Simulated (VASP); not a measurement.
# Al3GaN4 (Pm) in VASP: electric field gradients with PBEsol

Aim: the electric field gradients of Al3GaN4 with PBEsol.

Everything below comes from runs of VASP 6.6.1. Logs are shortened: lines on timing, memory, paths and dates and some standing lists are left out, and cuts for length are marked.

### Step 1. The cell of the first run

Symmetry: Pm, No. 6, monoclinic system. The conventional cell has a = 5.044 Å, b = 3.130 Å, c = 5.418 Å, α = 90.00°, β = 90.04°, γ = 90.00°. Within 2.5 Å of Al (site symmetry m) lie 4 N at 1.88 to 1.91 Å. Within 2.5 Å of Al (site symmetry m) lie 4 N at 1.90 Å. Within 2.5 Å of Al (site symmetry m) lie 4 N at 1.90 to 1.91 Å. Within 2.6 Å of Ga (site symmetry m) lie 4 N at 1.93 to 1.96 Å. Within 2.5 Å of N (site symmetry m) lie 3 Al at 1.90 Å and 1 Ga at 1.96 Å. Within 2.5 Å of N (site symmetry m) lie 4 Al at 1.90 to 1.91 Å. N (site symmetry m) has 2 Al at 1.88 to 1.90 Å and 2 Ga at 1.93 Å within 2.5 Å. Within 2.5 Å of N (site symmetry m) lie 3 Al at 1.89 to 1.91 Å and 1 Ga at 1.94 Å.

### Step 2. Electric field gradients, PBEsol

INCAR

```
SYSTEM = Al3GaN4
PREC = Accurate
ENCUT = 520
EDIFF = 1E-8
ISMEAR = 0
SIGMA = 0.01
LREAL = .FALSE.
LASPH = .TRUE.
NELM = 60
ALGO = Normal
ISIF = 2
LWAVE = .FALSE.
LCHARG = .FALSE.
GGA = PS
LEFG = .TRUE.
NBANDS = 31
```

KPOINTS

```
regular mesh
0
G
  6 8 4
  0 0 0
```

POSCAR

```
Al3GaN4
1.0
    5.0435406786      0.0000000000      0.0000222771
    0.0000000000      3.1303116401      0.0000000000
   -0.0033359440      0.0000000000      5.4180897072
Al Ga N
3 1 4
Direct
    0.5002746593      0.5000000000      0.1673499079
    0.0009213867      0.5000000000      0.8348141576
    0.0010948200      0.0000000000      0.3316728959
    0.4993998045      0.0000000000      0.6662033870
    0.1111632831      0.0000000000      0.6663213920
    0.1224511817      0.5000000000      0.1671533993
    0.6251031585      0.5000000000      0.8401896239
    0.6231907064      0.0000000000      0.3262962363
```

Potentials or basis: VASP PAW PBE potentials, release 64 (Al, Ga_d, N).

Command:

```bash
> cat potpaw_PBE.64/Al/POTCAR potpaw_PBE.64/Ga_d/POTCAR potpaw_PBE.64/N/POTCAR > POTCAR
> mpirun -np 1 vasp_std > vasp.out
```

OUTCAR:

```text
SYSTEM = Al3GaN4
   PREC = Accurate
   ENCUT = 520
   EDIFF = 1E-8
   ISMEAR = 0
   LREAL = .FALSE.
   LASPH = .TRUE.
   NELM = 60
   ISIF = 2
   GGA = PS

 ion  position               nearest neighbor table
   1  0.500  0.500  0.167-   7 1.88   8 1.89   8 1.89   6 1.91   2 3.10   3 3.10   3 3.10   3 3.10
                             3 3.10   2 3.10   4 3.12   4 3.12   4 3.13   4 3.13
   2  0.001  0.500  0.835-   5 1.90   5 1.90   7 1.90   6 1.90   1 3.10   4 3.10   4 3.10   1 3.10
                             4 3.11   4 3.11   3 3.11   3 3.11   3 3.14   3 3.14
   3  0.001  0.000  0.332-   5 1.90   6 1.90   6 1.90   8 1.91   1 3.10   1 3.10   4 3.10   1 3.10
                             1 3.10   4 3.11   2 3.11   2 3.11   2 3.14   2 3.14
   4  0.499  0.000  0.666-   7 1.93   7 1.93   8 1.94   5 1.96   3 3.10   2 3.10   2 3.10   2 3.11
                             2 3.11   3 3.11   1 3.12   1 3.12   1 3.13   1 3.13
   5  0.111  0.000  0.666-   2 1.90   2 1.90   3 1.90   4 1.96
   6  0.122  0.500  0.167-   2 1.90   3 1.90   3 1.90   1 1.91
   7  0.625  0.500  0.840-   1 1.88   2 1.90   4 1.93   4 1.93
   8  0.623  0.000  0.326-   1 1.89   1 1.89   3 1.91   4 1.94

  LATTYP: Found a simple monoclinic cell.
 ALAT       =     5.0435406786
 B/A-ratio  =     0.6206575578
 C/A-ratio  =     1.0742633161
 COS(beta)  =    -0.0006112878

  Lattice vectors:

 A1 = (   5.0435406786,   0.0000000000,   0.0000222771)
 A2 = (   0.0000000000,   3.1303116401,   0.0000000000)
 A3 = (  -0.0033359440,   0.0000000000,   5.4180897072)

Analysis of symmetry for initial positions (statically):
=====================================================================
 Subroutine PRICEL returns:
 Original cell was already a primitive cell.

 Routine SETGRP: Setting up the symmetry group for a
 simple monoclinic supercell.

 Subroutine GETGRP returns: Found  2 space group operations
 (whereof  2 operations were pure point group operations)
 out of a pool of  4 trial point group operations.

The static configuration has the point symmetry C_1h.

Analysis of symmetry for dynamics (positions and initial velocities):
=====================================================================
 Subroutine PRICEL returns:
 Original cell was already a primitive cell.
[... 995 lines left out ...]

  FORCE on cell =-STRESS in cart. coord.  units (eV):
  Direction    XX          YY          ZZ          XY          YZ          ZX
  --------------------------------------------------------------------------------------
  -------------------------------------------------------------------------------------
  Total       -0.0273423     -0.0453827     -0.0426893      0.0000000      0.0000000     -0.0029744
  in kB       -0.5121250     -0.8500242     -0.7995775      0.0000000      0.0000000     -0.0557105
  external PRESSURE =      -0.7205756 kB  Pullay stress =       0.0000000 kB

 VOLUME and BASIS-vectors are now :
 -----------------------------------------------------------------------------
  energy-cutoff  :      520.00
  volume of cell :       85.54
      direct lattice vectors                 reciprocal lattice vectors
     5.043540679  0.000000000  0.000022277     0.198273408  0.000000000  0.000122078
     0.000000000  3.130311640  0.000000000     0.000000000  0.319457011  0.000000000
    -0.003335944  0.000000000  5.418089707    -0.000000815  0.000000000  0.184566896

 POSITION                                       TOTAL-FORCE (eV/Angst)
 -----------------------------------------------------------------------------------
      2.52260      1.56516      0.90673         0.000411      0.000000      0.000413
      0.00186      1.56516      4.52310         0.000279      0.000000      0.000885
      0.00442      0.00000      1.79703         0.000244      0.000000      0.000096
      2.51652      0.00000      3.60956         0.003306      0.000000      0.003332
      0.55843      0.00000      3.61019         0.008334      0.000000     -0.000211
      0.61703      1.56516      0.90565         0.000179      0.000000     -0.000451
      3.14993      1.56516      4.55224        -0.008504      0.000000     -0.011880
      3.14200      0.00000      1.76792        -0.004248      0.000000      0.007816
 -----------------------------------------------------------------------------------
    total drift:                               -0.000503      0.000000     -0.001273

  FREE ENERGIE OF THE ION-ELECTRON SYSTEM (eV)
  ---------------------------------------------------
  free  energy   TOTEN  =       -60.0666847459 eV

  energy  without entropy=      -60.0666847459  energy(sigma->0) =      -60.06668475

 Electric field gradients (V/A^2)
---------------------------------------------------------------------
 ion       V_xx      V_yy      V_zz      V_xy      V_xz      V_yz
---------------------------------------------------------------------
   1       3.789    -2.698    -1.091     0.000     1.437     0.000
   2       3.554    -2.577    -0.977     0.000    -0.037    -0.000
   3       3.829    -1.177    -2.651    -0.000     0.051     0.000
   4      10.138    -4.593    -5.545    -0.000    -4.099    -0.000
   5      18.575    -9.362    -9.213     0.000    -0.140    -0.000
   6      -0.762     0.493     0.269    -0.000     0.076     0.000
   7     -10.942    16.930    -5.988    -0.000    11.486    -0.000
   8      -5.423   -10.299    15.722    -0.000   -10.556    -0.000
---------------------------------------------------------------------

 Electric field gradients after diagonalization (V/A^2)
 (convention: |V_zz| > |V_xx| > |V_yy|)
----------------------------------------------------------------------
 ion       V_xx      V_yy      V_zz     asymmetry (V_yy - V_xx)/ V_zz
----------------------------------------------------------------------
   1      -2.698    -1.482     4.181       0.291
   2      -2.577    -0.977     3.555       0.450
   3      -2.652    -1.177     3.829       0.385
   4      -6.552    -4.593    11.145       0.176
   5      -9.362    -9.214    18.576       0.008
   6       0.493     0.274    -0.767       0.285
   7      16.930     3.285   -20.215       0.675
   8     -10.299    -9.791    20.090       0.025
----------------------------------------------------------------------

           NMR quadrupolar parameters

 Cq : quadrupolar parameter    Cq=e*Q*V_zz/h
 eta: asymmetry parameters     (V_yy - V_xx)/ V_zz
 Q  : nuclear electric quadrupole moment in mb (millibarn)
----------------------------------------------------------------------
 ion       Cq(MHz)       eta       Q (mb)
----------------------------------------------------------------------
   1       0.010       0.291       1.000
   2       0.009       0.450       1.000
   3       0.009       0.385       1.000
   4       0.027       0.176       1.000
   5       0.045       0.008       1.000
   6      -0.002       0.285       1.000
   7      -0.049       0.675       1.000
   8       0.049       0.025       1.000
----------------------------------------------------------------------
```

Run time: 3.3 min. Hardware: 1 thread of Intel Xeon Platinum 8375C at 2.90GHz (Ice Lake), shared host; peak memory 0.29 GiB.

Results:

```yaml
Free_energy: -60.0667 eV
Pressure: -0.1 GPa
Largest_force: 0.015 eV/Å
Band_gap_on_the_k_mesh: 3.49 eV, direct
```

Forces on the atoms (eV/Å):
```
Al   0.000  0.000  0.000
Al   0.000  0.000  0.001
Al   0.000  0.000  0.000
Ga   0.003  0.000  0.003
N    0.008  0.000  0.000
N    0.000  0.000  0.000
N   -0.009  0.000 -0.012
N   -0.004  0.000  0.008
```

Electric field gradients, principal values (V/Å²):
| atom | least | middle | greatest (by size) |
| --- | --- | --- | --- |
| 1 Al | -1.482 | -2.698 | 4.181 |
| 2 Al | -0.977 | -2.577 | 3.555 |
| 3 Al | -1.177 | -2.652 | 3.829 |
| 4 Ga | -4.593 | -6.552 | 11.145 |
| 5 N | -9.214 | -9.362 | 18.576 |
| 6 N | 0.274 | 0.493 | -0.767 |
| 7 N | 3.285 | 16.930 | -20.215 |
| 8 N | -9.791 | -10.299 | 20.090 |

Caveat: without QUAD_EFG the Cq values of the log hold for a quadrupole moment of 1 mb, not for the nuclei; the PAW data sets were made with another functional, which shifts forces and pressure a little. A k mesh can miss the band edges.
